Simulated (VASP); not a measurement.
# I (Cmce) in VASP: notebook, part 2 of 2

VASP 6.6.1. The steps go on from the part before.

**3. Single point, PBEsol**

This run uses another cell than the first one, of 39.65 Å³/atom.

INCAR reads:

```
PREC = Accurate
ENCUT = 520
EDIFF = 1E-6
ISMEAR = 0
SIGMA = 0.02
LREAL = False
LASPH = True
NELM = 100
ALGO = Normal
ISIF = 2
LWAVE = False
LCHARG = True
GGA = PS
LELF = True
LVHAR = True
NBANDS = 22
```

KPOINTS reads:

```
regular mesh
0
Gamma
  8 8 4
```

POSCAR reads:

```
I
1.0
    3.7509934012     -2.1935282315      0.0000000000
    3.7509934012      2.1935282315      0.0000000000
    0.0000000000      0.0000000000      9.6375027605
I
4
Direct
    0.8269763038      0.1730236962      0.1227686182
    0.6730236962      0.3269763038      0.6227686182
    0.1730236962      0.8269763038      0.8772313818
    0.3269763038      0.6730236962      0.3772313818
```

Potentials or basis: VASP PAW PBE potentials, release 64 (I).

Run with:

```
$ cat potpaw_PBE.64/I/POTCAR > POTCAR
$ mpirun -np 1 vasp_std > vasp.out
```

OUTCAR:

```text
PREC = Accurate
   ENCUT = 520
   EDIFF = 1E-6
   ISMEAR = 0
   LREAL = False
   LASPH = True
   NELM = 100
   ISIF = 2
   GGA = PS

 ion  position               nearest neighbor table
   1  0.827  0.173  0.123-   3 2.81   4 3.29   4 3.29
   2  0.673  0.327  0.623-   4 2.81   3 3.29   3 3.29
   3  0.173  0.827  0.877-   1 2.81   2 3.29   2 3.29
   4  0.327  0.673  0.377-   2 2.81   1 3.29   1 3.29

  LATTYP: Found a base centered orthorhombic cell.
 ALAT       =     4.3870564630
 B/A-ratio  =     1.7100274103
 C/A-ratio  =     2.1968039030

  Lattice vectors:

 A1 = (  -3.7509934012,  -2.1935282315,   0.0000000000)
 A2 = (   3.7509934012,  -2.1935282315,   0.0000000000)
 A3 = (   0.0000000000,   0.0000000000,   9.6375027605)

Analysis of symmetry for initial positions (statically):
=====================================================================
 Subroutine PRICEL returns:
 Original cell was already a primitive cell.

 Routine SETGRP: Setting up the symmetry group for a
 base centered orthorhombic supercell.

 Subroutine GETGRP returns: Found  8 space group operations
 (whereof  4 operations were pure point group operations)
 out of a pool of  8 trial point group operations.

The static configuration has the point symmetry C_2h.
 The point group associated with its full space group is D_2h.

Analysis of symmetry for dynamics (positions and initial velocities):
=====================================================================
 Subroutine PRICEL returns:
 Original cell was already a primitive cell.

 Routine SETGRP: Setting up the symmetry group for a
 base centered orthorhombic supercell.

 Subroutine GETGRP returns: Found  8 space group operations
[... 122 lines left out ...]
   EFERMI =   0.00;   METHOD = LEGACY
   ISMEAR =     0;   SIGMA  =   0.02  broadening in eV -4-tet -1-fermi 0-gaus
   EFERMI_NEDOS =   21; number of points for ismear=-14 and -15
   IALGO  =     38    algorithm
   IMIX   =      4    mixing-type and parameters
     AMIX     =   0.40;   BMIX     =  1.00
     AMIX_MAG =   1.60;   BMIX_MAG =  1.00
  volume/ion in A,a.u.               =      39.65       267.56
  Fermi-wavevector in a.u.,A,eV,Ry     =   0.918402  1.735528 11.476001  0.843462
  Thomas-Fermi vector in A             =   2.043480
   LORBIT       =      0    0 simple, 1 ext, 2 COOP (PROOUT), +10 PAW based schemes
   GGA     = PS    functional components
   LHFCALC =     F    Hartree Fock is set to
   AEXX    =    0.0000 exact exchange contribution
   IVDW    =     0    specifies the selected vdW correction
   LEPSILON=     F    determine dielectric tensor
   LRPA    =     F    only Hartree local field effects (RPA)
 non-spin polarized calculation
 Gauss-broadening in eV      SIGMA  =   0.02
  energy-cutoff  :      520.00
  volume of cell :      158.59
 maximum number of plane-waves:      4296
   NGX = 17   NGY = 17   NGZ = 35

 number of electron      27.9999995 magnetization

 Free energy of the ion-electron system (eV)
  ---------------------------------------------------
  ext. energy  EPLUGINS =         0.00000000
  ---------------------------------------------------
  free energy    TOTEN  =        -7.02309497 eV

  energy without entropy =       -7.02309497  energy(sigma->0) =       -7.02309497

 E-fermi :   3.3815     XC(G=0):  -8.5337

 val. band max:        3.2672672038   @ k =   0.0000   0.0000   0.0000
 cond. band min:       4.0645802246   @ k =   0.5000   0.3750   0.0000
 fundamental gap:      0.7973130208
 Fermi energy:         3.3815201710

 k-point     1 :       0.0000    0.0000    0.0000
  band No.  band energies     occupation
      1     -10.5600      2.00000
      2      -9.6955      2.00000
      3      -9.0130      2.00000
      4      -7.4759      2.00000
      5      -1.5596      2.00000
      6       0.1702      2.00000
[... 589 lines left out ...]
     21      10.1779      0.00000
     22      10.6219      0.00000

 [... further k-points ...]

------------------------ aborting loop because EDIFF is reached ----------------------------------------

  FORCE on cell =-STRESS in cart. coord.  units (eV):
  Direction    XX          YY          ZZ          XY          YZ          ZX
  --------------------------------------------------------------------------------------
  -------------------------------------------------------------------------------------
  Total        0.0194673     -0.0054469     -0.0079865      0.0000000      0.0000000      0.0000000
  in kB        0.1966674     -0.0550271     -0.0806829      0.0000000      0.0000000      0.0000000
  external PRESSURE =       0.0203191 kB  Pullay stress =       0.0000000 kB

 VOLUME and BASIS-vectors are now :
 -----------------------------------------------------------------------------
  energy-cutoff  :      520.00
  volume of cell :      158.59
      direct lattice vectors                 reciprocal lattice vectors
     3.750993401 -2.193528232  0.000000000     0.133298022 -0.227943271  0.000000000
     3.750993401  2.193528232  0.000000000     0.133298022  0.227943271  0.000000000
     0.000000000  0.000000000  9.637502761     0.000000000  0.000000000  0.103761319

 POSITION                                       TOTAL-FORCE (eV/Angst)
 -----------------------------------------------------------------------------------
      3.75099     -1.43446      1.18318         0.000000     -0.002644     -0.004835
      3.75099     -0.75906      6.00193         0.000000      0.002644     -0.004835
      3.75099      1.43446      8.45432         0.000000      0.002644      0.004835
      3.75099      0.75906      3.63557         0.000000     -0.002644      0.004835
 -----------------------------------------------------------------------------------
    total drift:                               -0.000000     -0.000000     -0.000000

  FREE ENERGIE OF THE ION-ELECTRON SYSTEM (eV)
  ---------------------------------------------------
  free  energy   TOTEN  =        -7.0230949700 eV

  energy  without entropy=       -7.0230949700  energy(sigma->0) =       -7.02309497
```

OSZICAR:

```text
N       E                     dE             d eps       ncg     rms          rms(c)
DAV:   1     0.150177635985E+03    0.15018E+03   -0.10464E+04  2772   0.103E+03
DAV:   2     0.459162152669E+01   -0.14559E+03   -0.14072E+03  3890   0.155E+02
DAV:   3    -0.696050430509E+01   -0.11552E+02   -0.11509E+02  3568   0.503E+01
DAV:   4    -0.721187364146E+01   -0.25137E+00   -0.25133E+00  3598   0.865E+00
DAV:   5    -0.721753388559E+01   -0.56602E-02   -0.56602E-02  3492   0.128E+00    0.109E+01
DAV:   6    -0.707347437008E+01    0.14406E+00   -0.12471E-01  3216   0.156E+00    0.718E+00
DAV:   7    -0.702936089911E+01    0.44113E-01   -0.29165E-01  3288   0.236E+00    0.570E-01
DAV:   8    -0.702302286805E+01    0.63380E-02   -0.37149E-02  3048   0.909E-01    0.240E-01
DAV:   9    -0.702308927876E+01   -0.66411E-04   -0.77161E-04  3390   0.156E-01    0.178E-01
DAV:  10    -0.702311303340E+01   -0.23755E-04   -0.57781E-05  3186   0.439E-02    0.756E-02
DAV:  11    -0.702309839496E+01    0.14638E-04   -0.35298E-05  3246   0.287E-02    0.198E-02
DAV:  12    -0.702309507728E+01    0.33177E-05   -0.75679E-06  3318   0.139E-02    0.934E-03
DAV:  13    -0.702309496995E+01    0.10733E-06   -0.20164E-06  2364   0.660E-03
   1 F= -.70230950E+01 E0= -.70230950E+01  d E =-.296004E-18
```

It took 3.3 min on 1 thread of Intel Xeon 8259CL, shared host; peak memory 0.35 GiB.

What came out:

| Quantity | Value |
| --- | --- |
| Free energy | -7.0231 eV |
| Pressure | 0.0 GPa |
| Largest force | 0.006 eV/Å |
| Band gap on the k mesh | 0.80 eV (least direct gap 1.07 eV) |

Forces on the atoms (eV/Å):
```
I    0.000 -0.003 -0.005
I    0.000  0.003 -0.005
I    0.000  0.003  0.005
I    0.000 -0.003  0.005
```

Caveat: the PAW data sets were made with another functional, which shifts forces and pressure a little; spin-orbit coupling is left out, which moves the levels of the heavy elements.
